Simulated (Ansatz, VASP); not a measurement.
**SiMo3: VASP beside Ansatz**

Contents of POSCAR:

```
SiMo3
1.0
    4.9097610500      0.0000000000      0.0000000000
    0.0000000000      4.9097610500      0.0000000000
    0.0000000000      0.0000000000      4.9097610500
Mo Si
6 2
Direct
    0.2500000000      0.0000000000      0.5000000000
    0.5000000000      0.7500000000      0.0000000000
    0.7500000000      0.0000000000      0.5000000000
    0.5000000000      0.2500000000      0.0000000000
    0.0000000000      0.5000000000      0.7500000000
    0.0000000000      0.5000000000      0.2500000000
    0.0000000000      0.0000000000      0.0000000000
    0.5000000000      0.5000000000      0.5000000000
```

The input INCAR.step1:

```
ALGO = Normal ; EDIFF = 1E-4
ENCUT = 520 ; GGA = PE
ISMEAR = -1 ; ISPIN = 2
LASPH = T ; LCHARG = F
LMAXMIX = 4 ; LREAL = F
LWAVE = T ; MAGMOM = 0 0 0 0 0 0 0 0
NBANDS = 60 ; NELM = 150
PREC = Accurate ; SIGMA = 0.1
```

File INCAR.step2:

```
ALGO = Normal ; EDIFF = 1E-6
ENCUT = 520 ; ISIF = 2
ISMEAR = -1 ; ISPIN = 2
ISTART = 1 ; LASPH = T
LCHARG = F ; LMAXMIX = 4
LMIXTAU = T ; LORBIT = 11
LREAL = F ; LWAVE = F
MAGMOM = 0 0 0 0 0 0 0 0 ; METAGGA = R2SCAN
NBANDS = 60 ; NELM = 150
PREC = Accurate ; SIGMA = 0.1
```

File KPOINTS:

```
k-points
0
Gamma
  5 5 5
```

Input for Ansatz:

```yaml
crystal:
  lattice:
    - [4.90976105, 0.0, 0.0]
    - [0.0, 4.90976105, 0.0]
    - [0.0, 0.0, 4.90976105]
  atoms:
    - { symbol: Mo, position: [0.25, 0.0, 0.5] }
    - { symbol: Mo, position: [0.5, 0.75, 0.0] }
    - { symbol: Mo, position: [0.75, 0.0, 0.5] }
    - { symbol: Mo, position: [0.5, 0.25, 0.0] }
    - { symbol: Mo, position: [0.0, 0.5, 0.75] }
    - { symbol: Mo, position: [0.0, 0.5, 0.25] }
    - { symbol: Si, position: [0.0, 0.0, 0.0] }
    - { symbol: Si, position: [0.5, 0.5, 0.5] }
kpoints:
  mp_grid: { grid: [5, 5, 5], shift: [0, 0, 0] }
  band_path:
    path:
      - [0.0, 0.0, 0.0]
      - [0.0, 0.5, 0.0]
      - [0.5, 0.5, 0.0]
      - [0.0, 0.0, 0.0]
      - [0.5, 0.5, 0.5]
      - [0.0, 0.5, 0.0]
      - [0.5, 0.5, 0.5]
      - [0.5, 0.5, 0.0]
    npoints: 8
magnetization:
  spin_polarized: true
scf:
  occupations: { method: fermi_dirac }
  lower_state_search: "off"
  max_iter: 200
hamiltonian:
  pseudopotentials: { kind: paw }
  xc: r2scan
basis:
  ecutwfc: 500
  fft_grid_basis: typed
output:
  forces: true
  stress: true
  eigenvalues: true
  bader: true
  populations: true
  elf: true
  write_potential: true
  volumetric_format: npy
  dos:
    e_range: [-12, 8]
    de: 0.05
    projected: { site_lists: { Mo: [Mo], Si: [Si] } }
checkpoint:
  read: saved_state
```

Alike in both runs: task single point; functional r2SCAN; k mesh 5 × 5 × 5; collinear spin.

|  | VASP | Ansatz |
| --- | --- | --- |
| version | VASP 6.6.1 | Ansatz 0.2.0 |
| potentials or method | VASP PAW PBE potentials, release 64 (Mo_sv, Si), cutoff 520 eV | PAW plane waves |
| occupations | fermi-dirac, width 0.1 eV | fermi-dirac |
| valence electrons in the cell | 92 | 92 |

|  | VASP | Ansatz | Ansatz less VASP |
| --- | --- | --- | --- |
| pressure (GPa) | -3.5 | -4.4 | -0.93 |

VASP's potentials were made for PBE, not for r2SCAN. Ansatz's warnings: no starting moments.
